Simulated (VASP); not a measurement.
Runs of VASP 6.6.1 on HfN. It takes space group Fm-3m (No. 225, cubic). Conventional cell: a = 4.512 Å, b = 4.512 Å, c = 4.512 Å, α = 90.00°, β = 90.00°, γ = 90.00°. Within 3.0 Å of Hf (site symmetry m-3m) lie 6 N at 2.26 Å. Within 3.0 Å of N (site symmetry m-3m) lie 6 Hf at 2.26 Å. 

```csv
k mesh,gap on the mesh (eV),pressure (GPa)
9 × 9 × 9,none,-4.2
7 × 7 × 7,none,-4.0
5 × 5 × 5,none,(a)
3 × 3 × 3,none,-2.1
```

Alike in all rows: task single point; level PBEsol; potentials or basis VASP PAW PBE potentials, release 64 (Hf_pv, N); no spin polarisation; cell as given; cutoff (eV) 600; smearing gaussian 0.1 eV.

Q: Estimate the missing entries.

A: (a) -4.4.

Caveats: some runs use coarse meshes; the PAW data sets were made with another functional, which shifts forces and pressure a little; spin-orbit coupling is left out, which moves the levels of the heavy elements.

A k mesh can miss the band edges, and the runs leave out spin-orbit coupling on Hf.

A gap of «none» marks levels without a gap at the run's occupations.
